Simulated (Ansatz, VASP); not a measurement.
# WC in VASP and in Ansatz

INCAR

```
SYSTEM = WC
PREC = Accurate
ENCUT = 600
EDIFF = 1E-6
ISMEAR = 0
SIGMA = 0.1
LREAL = .FALSE.
LASPH = .TRUE.
NELM = 120
ALGO = Normal
ISIF = 2
LWAVE = .FALSE.
LCHARG = .TRUE.
GGA = PS
LELF = .TRUE.
LVHAR = .TRUE.
NBANDS = 16
GGA_COMPAT = .FALSE.
```

KPOINTS

```
Automatic mesh
0
G
  16 16 16
  0 0 0
```

Contents of POSCAR:

```
WC
1.0
    0.0000000000      2.2803475063      2.2803475063
    2.2803475063      0.0000000000      2.2803475063
    2.2803475063      2.2803475063      0.0000000000
W C
1 1
Direct
    0.0000000000      0.0000000000      0.0000000000
    0.5000000000      0.5000000000      0.5000000000
```

Input for Ansatz:

```yaml
crystal:
  lattice:
    - [0.0, 2.2803475063, 2.2803475063]
    - [2.2803475063, 0.0, 2.2803475063]
    - [2.2803475063, 2.2803475063, 0.0]
  atoms:
    - { symbol: W, position: [0.0, 0.0, 0.0] }
    - { symbol: C, position: [0.5, 0.5, 0.5] }
basis:
  ecutwfc: 420
kpoints:
  mp_grid: { grid: [16, 16, 16] }
hamiltonian:
  xc: pbesol
scf:
  occupations: { method: gaussian, width: 0.1 }
output:
  forces: true
  stress: true
  eigenvalues: true
```

Alike in both runs: task single point; functional PBEsol; k mesh 16 × 16 × 16; occupations gaussian, width 0.1 eV; no spin polarisation.

|  | VASP | Ansatz |
| --- | --- | --- |
| version | VASP 6.6.1 | Ansatz 0.2.0 |
| potentials or method | VASP PAW PBE potentials, release 64 (W_sv, C), cutoff 600 eV | scalar-relativistic, plane waves, PAW |
| valence electrons in the cell | 18 | 18 |

Ansatz gave:

| Quantity | Value |
| --- | --- |
| gap on the k mesh at the Fermi level (eV) | none |
| pressure (GPa) | -41.3 |

**Question.** Which values does VASP return?

**Answer.** gap on the k mesh at the Fermi level (eV): none; pressure (GPa): -40.8.

VASP's potentials were made for PBE, not for PBEsol. A gap of «none» marks a metal or a gap that the smearing closes. Both programs put the cell under strong tension, so it lies far from rest at this level.

Spin-orbit coupling is off throughout. Noted on VASP's run: the cell as given lies far from equilibrium.
